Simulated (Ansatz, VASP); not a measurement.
**AlN: VASP beside Ansatz**

```
Al N
1.0
     0.00000    2.22857    2.22857
     2.22857    0.00000    2.22857
     2.22857    2.22857    0.00000
Al N
1 1
Cartesian
  0.0000 0.0000 0.0000
  1.1143 1.1143 1.1143
```

Change from the starting cell: hydrostatic strain +2.0%.

Alike in both runs: task single point; functional r2SCAN; k mesh 10 × 10 × 10; no spin polarisation.

|  | VASP | Ansatz |
| --- | --- | --- |
| version | VASP 6.6.1 | Ansatz 0.2.0 |
| potentials or method | VASP PAW PBE potentials, release 64 (Al, N) | plane waves, PAW |
| plane-wave cutoff (eV) | 520 | 500 |
| occupations | gaussian, width 0.01 eV | fixed |
| valence electrons in the cell | 8 | 8 |

VASP gave:

| Quantity | Value |
| --- | --- |
| gap on the k mesh at the Fermi level (eV) | 3.88 |
| pressure (GPa) | -11.5 |

Problem. Estimate Ansatz's values.

Solution. gap on the k mesh at the Fermi level (eV): 3.89; pressure (GPa): -11.1.

VASP's potentials were made for PBE, not for r2SCAN.
